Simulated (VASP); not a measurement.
# Ti (Fd-3m) in VASP: a series of runs

The runs below take Ti through relaxation of cell and atoms, with LDA.

Program: VASP 6.6.1. These are calculated values, not measurements. Logs are shortened: lines on timing, memory, paths and dates and some standing lists are left out, and cuts for length are marked.

## 1. The cell of the first run

It takes space group Fd-3m (No. 227, cubic). Conventional cell: a = 4.288 Å, b = 4.288 Å, c = 4.288 Å, α = 90.00°, β = 90.00°, γ = 90.00°. Ti (site symmetry -43m) has 4 Ti at 1.86 Å within 2.5 Å.

## 2. Relaxation of cell and atoms, LDA, target pressure 140 GPa, at which the enthalpy is minimised

File INCAR:

```
SYSTEM = Ti
  PREC = Accurate
  ENCUT = 600
  EDIFF = 1E-6
  ISMEAR = -1
  SIGMA = 0.1
  LREAL = .False.
  LASPH = .True.
  NELM = 80
  ALGO = Normal
  ISIF = 3
  LWAVE = .False.
  LCHARG = .False.
  IBRION = 2
  NSW = 32
  EDIFFG = -0.005
  PSTRESS = 1400.0
```

File KPOINTS:

```
regular mesh
0
Gamma
  14 14 14
  0 0 0
```

File POSCAR:

```
Ti
1.0
    0.0000000000      2.1437753960      2.1437753960
    2.1437753960      0.0000000000      2.1437753960
    2.1437753960      2.1437753960      0.0000000000
Ti
2
Direct
   -0.1250000000     -0.1250000000     -0.1250000000
    0.1250000000      0.1250000000      0.1250000000
```

Potentials or basis: VASP PAW LDA potentials, release 64 (Ti_sv).

The run is started by

```sh
cat potpaw_LDA.64/Ti_sv/POTCAR > POTCAR
mpirun -np 1 vasp_std > vasp.out
```

OUTCAR:

```text
SYSTEM = Ti
   PREC = Accurate
   ENCUT = 600
   EDIFF = 1E-6
   ISMEAR = -1
   LREAL = .False.
   LASPH = .True.
   NELM = 80
   ISIF = 3
   IBRION = 2
   NSW = 32
   EDIFFG = -0.005
   PSTRESS = 1400.0

 ion  position               nearest neighbor table
   1  0.875  0.875  0.875-   2 1.86   2 1.86   2 1.86   2 1.86
   2  0.125  0.125  0.125-   1 1.86   1 1.86   1 1.86   1 1.86

  LATTYP: Found a face centered cubic cell.
 ALAT       =     4.2875507920

  Lattice vectors:

 A1 = (   0.0000000000,   2.1437753960,   2.1437753960)
 A2 = (   2.1437753960,   0.0000000000,   2.1437753960)
 A3 = (   2.1437753960,   2.1437753960,   0.0000000000)

Analysis of symmetry for initial positions (statically):
=====================================================================
 Subroutine PRICEL returns:
 Original cell was already a primitive cell.

 Routine SETGRP: Setting up the symmetry group for a
 face centered cubic supercell.

 Subroutine GETGRP returns: Found 48 space group operations
 (whereof 12 operations were pure point group operations)
 out of a pool of 48 trial point group operations.

The static configuration has the point symmetry D_3d.
 The point group associated with its full space group is O_h .

Analysis of symmetry for dynamics (positions and initial velocities):
=====================================================================
 Subroutine PRICEL returns:
 Original cell was already a primitive cell.

 Routine SETGRP: Setting up the symmetry group for a
 face centered cubic supercell.

 Subroutine GETGRP returns: Found 48 space group operations
 (whereof 12 operations were pure point group operations)
 out of a pool of 48 trial point group operations.

The dynamic configuration has the point symmetry D_3d.
 The point group associated with its full space group is O_h .

 Subroutine INISYM returns: Found 48 space group operations
 (whereof 12 operations are pure point group operations),
 and found     1 'primitive' translations

----------------------------------------------------------------------------------------

                                     Primitive cell

  volume of cell :      19.7046

  direct lattice vectors                    reciprocal lattice vectors
     0.000000000  2.143775396  2.143775396    -0.233233389  0.233233389  0.233233389
     2.143775396  0.000000000  2.143775396     0.233233389 -0.233233389  0.233233389
     2.143775396  2.143775396  0.000000000     0.233233389  0.233233389 -0.233233389

  length of vectors
     3.031756240  3.031756240  3.031756240     0.403972079  0.403972079  0.403972079

  position of ions in fractional coordinates (direct lattice)
     0.875000000  0.875000000  0.875000000
     0.125000000  0.125000000  0.125000000

  ion indices of the primitive-cell ions
   primitive index   ion index
                 1           1
                 2           2

----------------------------------------------------------------------------------------

 KPOINTS: regular mesh

Automatic generation of k-mesh.
 Grid dimensions read from file:
 generate k-points for:   14   14   14

 Generating k-lattice:

  Cartesian coordinates                     Fractional coordinates (reciprocal lattice)
    -0.016659528  0.016659528  0.016659528     0.071428571  0.000000000  0.000000000
     0.016659528 -0.016659528  0.016659528     0.000000000  0.071428571  0.000000000
     0.016659528  0.016659528 -0.016659528     0.000000000  0.000000000  0.071428571

  Length of vectors
     0.028855149  0.028855149  0.028855149

  Shift w.r.t. Gamma in fractional coordinates (k-lattice)
     0.000000000  0.000000000  0.000000000

 Subroutine IBZKPT returns following result:
 ===========================================

 Found    104 irreducible k-points:

 Following reciprocal coordinates:
            Coordinates               Weight
  0.000000  0.000000  0.000000      1.000000
  0.071429  0.000000  0.000000      8.000000
  0.142857  0.000000  0.000000      8.000000
  0.214286  0.000000  0.000000      8.000000
  0.285714  0.000000  0.000000      8.000000
  0.357143  0.000000  0.000000      8.000000
[... 16 lines left out ...]
  0.214286  0.142857  0.000000     24.000000
  0.285714  0.142857  0.000000     24.000000
 [... further k-points ...]
   k-points           NKPTS =    104   k-points in BZ     NKDIM =    104   number of bands    NBANDS=     16
   number of dos      NEDOS =    301   number of ions     NIONS =      2
   total plane-waves  NPLWV =  13824
   dimension x,y,z NGX =    24 NGY =   24 NGZ =   24
   dimension x,y,z NGXF=    48 NGYF=   48 NGZF=   48
   ions per type =               2
   NGX,Y,Z   is equivalent  to a cutoff of  13.16, 13.16, 13.16 a.u.
   NGXF,Y,Z  is equivalent  to a cutoff of  26.32, 26.32, 26.32 a.u.
 SYSTEM =  Ti
   PREC   = accura    normal or accurate (medium, high low for compatibility)
   ISTART =      0    job   : 0-new  1-cont  2-samecut
   ICHARG =      2    charge: 1-file 2-atom 10-const
   ISPIN  =      1    spin polarized calculation?
   LNONCOLLINEAR =      F non collinear calculations
   LSORBIT =      F    spin-orbit coupling
   LASPH  =      T    aspherical Exc in radial PAW
   ENCUT  =  600.0 eV  44.10 Ry    6.64 a.u.   6.06  6.06  6.06*2*pi/ulx,y,z
   NELM   =     80;   NELMIN=  2; NELMDL= -5     # of ELM steps
   EDIFF  = 0.1E-05   stopping-criterion for ELM
   LREAL  =      F    real-space projection
   EDIFFG = -.5E-02   stopping-criterion for IOM
   NSW    =     32    number of steps for IOM
   IBRION =      2    ionic relax: 0-MD 1-quasi-New 2-CG
   NFREE  =      1    steps in history (QN), initial steepest desc. (CG)
   ISIF   =      3    stress and relaxation
   ISYM   =      2    0-nonsym 1-usesym 2-fastsym
   POTIM  = 0.5000    time-step for ionic-motion
   TEBEG  =    0.0;   TEEND  =   0.0 temperature during run
   PSTRESS= 1400.0 pullay stress
   NELECT =      24.0000    total number of electrons
   NUPDOWN=      -1.0000    fix difference up-down
   EMIN   =  10.00;   EMAX   =-10.00  energy-range for DOS
   EFERMI =   0.00;   METHOD = LEGACY
   ISMEAR =    -1;   SIGMA  =   0.10  broadening in eV -4-tet -1-fermi 0-gaus
   EFERMI_NEDOS =   21; number of points for ismear=-14 and -15
   IALGO  =     38    algorithm
   IMIX   =      4    mixing-type and parameters
     AMIX     =   0.40;   BMIX     =  1.00
     AMIX_MAG =   1.60;   BMIX_MAG =  1.00
  volume/ion in A,a.u.               =       9.85        66.49
  Fermi-wavevector in a.u.,A,eV,Ry     =   1.748327  3.303859 41.588205  3.056647
  Thomas-Fermi vector in A             =   2.819455
   LORBIT       =      0    0 simple, 1 ext, 2 COOP (PROOUT), +10 PAW based schemes
   GGA     = CA    functional components
   LHFCALC =     F    Hartree Fock is set to
   AEXX    =    0.0000 exact exchange contribution
   IVDW    =     0    specifies the selected vdW correction
   LEPSILON=     F    determine dielectric tensor
   LRPA    =     F    only Hartree local field effects (RPA)
 conjugate gradient relaxation of ions
 non-spin polarized calculation
  energy-cutoff  :      600.00
  volume of cell :       19.70
 maximum number of plane-waves:       670
   NGX = 13   NGY = 13   NGZ = 13

--------------------------------------- Ionic step        1  -------------------------------------------

 number of electron      24.0000009 magnetization

 Free energy of the ion-electron system (eV)
  ---------------------------------------------------
  ext. energy  EPLUGINS =         0.00000000
  ---------------------------------------------------
  free energy    TOTEN  =        -8.11134260 eV

  energy without entropy =       -8.04138608  energy(sigma->0) =       -8.07636434

------------------------ aborting loop because EDIFF is reached ----------------------------------------

  FORCE on cell =-STRESS in cart. coord.  units (eV):
  Direction    XX          YY          ZZ          XY          YZ          ZX
  --------------------------------------------------------------------------------------
  -------------------------------------------------------------------------------------
  Total       20.1028090     20.1028090     20.1028090      0.0000000     -0.0000000     -0.0000000
  in kB     1634.5548007   1634.5548007   1634.5548007      0.0000000     -0.0000000     -0.0000000
  external PRESSURE =     234.5548007 kB  Pullay stress =    1400.0000000 kB
[... 99 lines left out ...]
  enthalpy is  TOTEN    =         9.0592396282 eV   P V=       17.8641847602

--------------------------------------- Ionic step        4  -------------------------------------------

 number of electron      23.9999998 magnetization

 Free energy of the ion-electron system (eV)
  ---------------------------------------------------
  ext. energy  EPLUGINS =         0.00000000
  ---------------------------------------------------
  free energy    TOTEN  =        -8.74885229 eV

  energy without entropy =       -8.67492053  energy(sigma->0) =       -8.71188641

 E-fermi :  15.2305     XC(G=0): -14.2534

 val. band max:       15.2286780999   @ k =  -0.2857   0.4286   0.2143
 cond. band min:      15.2347180168   @ k =  -0.1429   0.2143   0.0714
 fundamental gap:      0.0060399169
 Fermi energy:        15.2305219230

 k-point     1 :       0.0000    0.0000    0.0000
  band No.  band energies     occupation
      1     -42.9392      2.00000
      2     -37.7515      2.00000
      3     -19.3659      2.00000
      4     -19.3659      2.00000
      5     -19.3659      2.00000
      6     -15.5239      2.00000
[... 8 lines left out ...]
     15      19.2532      0.00000
     16      19.2532      0.00000
[... 420 lines left out ...]
  band No.  band energies     occupation
      1     -42.3828      2.00000
      2     -38.5753      2.00000
      3     -20.0175      2.00000
      4     -19.9594      2.00000
      5     -18.8893      2.00000
      6     -15.7220      2.00000
[... 8 lines left out ...]
     15      17.3257      0.00000
     16      18.6386      0.00000

 [... further k-points ...]
[... 5 lines left out ...]
  --------------------------------------------------------------------------------------
  -------------------------------------------------------------------------------------
  Total       17.8048107     17.8048107     17.8048107     -0.0000000      0.0000000     -0.0000000
  in kB     1399.7735503   1399.7735503   1399.7735503     -0.0000000      0.0000000     -0.0000000
  external PRESSURE =      -0.2264497 kB  Pullay stress =    1400.0000000 kB
[... 17 lines left out ...]
  FREE ENERGIE OF THE ION-ELECTRON SYSTEM (eV)
  ---------------------------------------------------
  free  energy   TOTEN  =        -8.7488522947 eV

  energy  without entropy=       -8.6749205310  energy(sigma->0) =       -8.71188641

  enthalpy is  TOTEN    =         9.0588387664 eV   P V=       17.8076910611

 reached required accuracy - stopping structural energy minimisation
```

It took 2.8 min on 1 thread of Intel Xeon 8259CL, shared host; peak memory 0.16 GiB.

Results:

- Free energy: -8.7489 eV
- Relaxed volume: 10.19 Å³/atom
- Relaxed cell: a = 3.066 Å, b = 3.066 Å, c = 3.066 Å, α = 60.00°, β = 60.00°, γ = 60.00°
- Space group after relaxing (to 0.05 Å): Fd-3m (No. 227)
- Energy change on relaxing (the enthalpy is what falls): -318.8 meV/atom
- Ionic steps: 4
- Pressure after relaxing: 140.0 GPa
- Band gap on the k mesh: zero (band 12 reaches 16.75 eV, above the bottom of band 13 at 13.89 eV)

Step by step:
```
step  energy change (eV)  largest force (eV/Å)  pressure (GPa)  volume (Å³)
   1              0.0000                0.0000          163.46        19.70
   2             -2.8487                0.0000           61.07        24.11
   3             -0.6936                0.0000          137.86        20.44
   4             -0.6375                0.0000          139.98        20.38
```

Final structure:
```cif
data_structure
_symmetry_space_group_name_H-M 'P 1'
_symmetry_Int_Tables_number 1
_cell_length_a 3.0660
_cell_length_b 3.0660
_cell_length_c 3.0660
_cell_angle_alpha 60.000
_cell_angle_beta 60.000
_cell_angle_gamma 60.000
_cell_volume 20.38
loop_
_atom_site_label
_atom_site_type_symbol
_atom_site_fract_x
_atom_site_fract_y
_atom_site_fract_z
_atom_site_occupancy
Ti1 Ti 0.87500 0.87500 0.87500 1
Ti2 Ti 0.12500 0.12500 0.12500 1
```

Caveat: the cell is relaxed towards a set pressure, so the enthalpy falls and the energy may rise.

## 3. Relaxation of cell and atoms, LDA, target pressure 140 GPa, at which the enthalpy is minimised

This run uses another cell than the first one, of 10.46 Å³/atom, 1.062 times its volume.

File INCAR:

```
SYSTEM = Ti
PREC = Accurate
ENCUT = 600
EDIFF = 1E-6
ISMEAR = -1
SIGMA = 0.1
LREAL = .False.
LASPH = .True.
NELM = 80
ALGO = Normal
ISIF = 3
LWAVE = .False.
LCHARG = .False.
GGA = CA
IBRION = 2
NSW = 60
EDIFFG = -0.005
PSTRESS = 1400.0
```

KPOINTS is that of step 2.

File POSCAR:

```
Ti
1.0
    0.0000000000      2.1869330385      2.1869330385
    2.1869330385      0.0000000000      2.1869330385
    2.1869330385      2.1869330385      0.0000000000
Ti
2
Direct
   -0.1250000000     -0.1250000000     -0.1250000000
    0.1250000000      0.1250000000      0.1250000000
```

Potentials or basis: VASP PAW LDA potentials, release 64 (Ti_sv).

The run is started by

```sh
cat potpaw_LDA.64/Ti_sv/POTCAR > POTCAR
mpirun -np 1 vasp_std > vasp.out
```

Run time: 6.6 min. Hardware: 1 thread of Intel Xeon 8259CL, shared host; peak memory 0.18 GiB.

Results (log left out):

```yaml
Free_energy: -8.7468 eV
Relaxed_volume: 10.19 Å³/atom
Relaxed_cell: a = 3.066 Å, b = 3.066 Å, c = 3.066 Å, α = 60.00°, β = 60.00°, γ = 60.00°
Space_group_after_relaxing_to_0.05_Å: Fd-3m (No. 227)
Energy_change_on_relaxing_the_enthalpy_is_what_falls: +223.6 meV/atom
Ionic_steps: 5
Pressure_after_relaxing: 140.1 GPa
Band_gap_on_the_k_mesh: zero (band 12 reaches 16.75 eV, above the bottom of band 13 at 13.89 eV)
```

The path:
```tsv
step	energy change (eV)	largest force (eV/Å)	pressure (GPa)	volume (Å³)
1	0.0000	0.0000	124.00	20.92
2	3.3463	0.0000	247.89	17.91
3	0.4133	0.0000	138.96	20.41
4	0.4379	0.0000	139.77	20.39
5	0.4471	0.0000	140.06	20.38
```

Final structure:
```
Ti
1.0
     0.00000    2.16783    2.16783
     2.16783    0.00000    2.16783
     2.16783    2.16783    0.00000
Ti
2
Direct
  0.87500 0.87500 0.87500
  0.12500 0.12500 0.12500
```

Levels at points of the mesh, in eV from the Fermi level:
| k point | band 9 | band 10 | band 11 | band 12 | band 13 | band 14 | band 15 | band 16 |
| --- | --- | --- | --- | --- | --- | --- | --- | --- |
| (0.00, 0.00, 0.00) | -6.29 | -3.36 | -3.36 | -0.37 | -0.37 | -0.37 | 4.02 | 4.02 |
| (0.50, 0.00, 0.00) | -4.12 | -3.00 | -3.00 | -1.34 | -1.34 | -1.02 | 3.48 | 5.70 |
| (0.50, 0.50, 0.00) | -5.58 | -5.58 | -1.28 | -1.28 | 1.70 | 1.70 | 4.66 | 4.66 |

Caveat: the cell is relaxed towards a set pressure, so the enthalpy falls and the energy may rise.
